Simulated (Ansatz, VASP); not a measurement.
**GaSb in VASP and in Ansatz**

INCAR

```
SYSTEM = GaSb
PREC = Accurate ; ENCUT = 520
EDIFF = 1E-6 ; ISMEAR = -1
SIGMA = 0.02 ; LREAL = .False.
LASPH = .True. ; NELM = 150
ALGO = Normal ; ISIF = 2
LWAVE = .False. ; LCHARG = .False.
LNONCOLLINEAR = .True. ; MAGMOM = 0 0 0 0 0 0
LORBIT = 11 ; LSORBIT = .True.
GGA_COMPAT = .False. ; LORBMOM = .True.
GGA = PE ; NBANDS = 30
```

KPOINTS

```
Automatic mesh
0
Gamma
  8 8 8
  0 0 0
```

Contents of POSCAR:

```
GaSb
1.0
    0.0000000000      3.0658848228      3.0658848228
    3.0658848228      0.0000000000      3.0658848228
    3.0658848228      3.0658848228      0.0000000000
Ga Sb
1 1
Direct
    0.0000000000      0.0000000000      0.0000000000
    0.2500000000      0.2500000000      0.2500000000
```

Input for Ansatz:

```yaml
crystal:
  lattice:
    - [0.0, 3.0658848228, 3.0658848228]
    - [3.0658848228, 0.0, 3.0658848228]
    - [3.0658848228, 3.0658848228, 0.0]
  atoms:
    - { symbol: Ga, position: [0.0, 0.0, 0.0] }
    - { symbol: Sb, position: [0.25, 0.25, 0.25] }
kpoints:
  mp_grid: { grid: [8, 8, 8] }
  band_path:
    path:
      - [0.0, 0.0, 0.0]
      - [-0.5, -0.5, 0.0]
      - [-0.375, -0.375, 0.25]
      - [-0.375, 0.0, 0.375]
      - [0.0, 0.0, 0.5]
      - [-0.5, -0.25, 0.25]
    npoints: 1
hamiltonian:
  xc: pbe
scf:
  occupations: { method: fermi_dirac, width: 0.02 }
  n_extra_bands: 8
magnetization:
  noncollinear: true
  spin_orbit: true
output:
  forces: true
  stress: true
  eigenvalues: true
  write_density: true
  write_potential: true
  elf: true
  volumetric_format: npy
```

Alike in both runs: task single point; functional PBE; k mesh 8 × 8 × 8; occupations fermi-dirac, width 0.02 eV; non-collinear spin, spin-orbit coupling.

|  | VASP | Ansatz |
| --- | --- | --- |
| version | VASP 6.6.1 | Ansatz 0.2.0 |
| potentials or method | VASP PAW PBE potentials, release 64 (Ga_d, Sb) | plane waves, PAW |
| plane-wave cutoff (eV) | 520 | 420 |
| valence electrons in the cell | 18 | 28 |

VASP gave:

- pressure (GPa): 2.1
- net moment per atom (μB): 0.00

**Question.** What did Ansatz give for the same quantities?

**Answer.** Pressure (GPa): 2.0; net moment per atom (μB): 0.00.

With one functional, cell and mesh, what is left measures potentials, basis and numerics. VASP's potentials hold 18 valence electrons a cell and Ansatz's 28, so a difference there can come from the potentials and not from the codes.
